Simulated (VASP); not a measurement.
Here is a VASP 6.6.1 calculation.

Contents of INCAR:

```
SYSTEM = SnO2
ALGO = Normal
EDIFF = 1E-7
ENCUT = 520
ISIF = 2
ISMEAR = 0
LASPH = .True.
LCHARG = .False.
LREAL = .False.
LWAVE = .False.
NBANDS = 35
NELM = 80
PREC = Accurate
SIGMA = 0.05
```

The input KPOINTS:

```
k-points
0
Gamma
  6 6 8
  0 0 0
```

Contents of POSCAR:

```
SnO2
1.0
    4.7212714761      0.0000000000      0.0000000000
    0.0000000000      4.7242464798      0.0000000000
    0.0000000000      0.0000000000      3.1900193999
Sn O
2 4
Direct
    0.5024138063      0.5032253868      0.5000000000
    0.0014069513      0.0025708560      0.0000000000
    0.2821914367      0.2850685257      0.0000000000
    0.8147677979      0.1934278808      0.5000000000
    0.2036338609      0.8065721192      0.5000000000
    0.6710574997      0.6719242873      0.0000000000
```

Potentials or basis: VASP PAW LDA potentials, release 64 (Sn_d, O).

The run is started by

```sh
$ cat potpaw_LDA.64/Sn_d/POTCAR potpaw_LDA.64/O/POTCAR > POTCAR
$ mpirun -np 1 vasp_std > vasp.out
```

Question: What does it give for the band gap on the k mesh?

Answer: 1.17 eV.

Question: Estimate the largest force.

Answer: 4.060 eV/Å.

Question: What does it give for the pressure?

Answer: 5.5 GPa.

Forces on the atoms (eV/Å):
```
Sn  -1.786 -2.421  0.000
Sn  -1.422 -2.296  0.000
O    2.949  2.790  0.000
O   -0.995  0.053  0.000
O   -0.862 -0.029  0.000
O    2.116  1.902  0.000
```

Caveat: the cell differs from its parent crystal (atoms displaced along a vibrational mode); the cell stands under pressure; spin-orbit coupling is left out, which moves the levels of the heavy elements; forces of over 1 eV/Å act on the atoms, so gaps and moduli don't describe the material at rest.
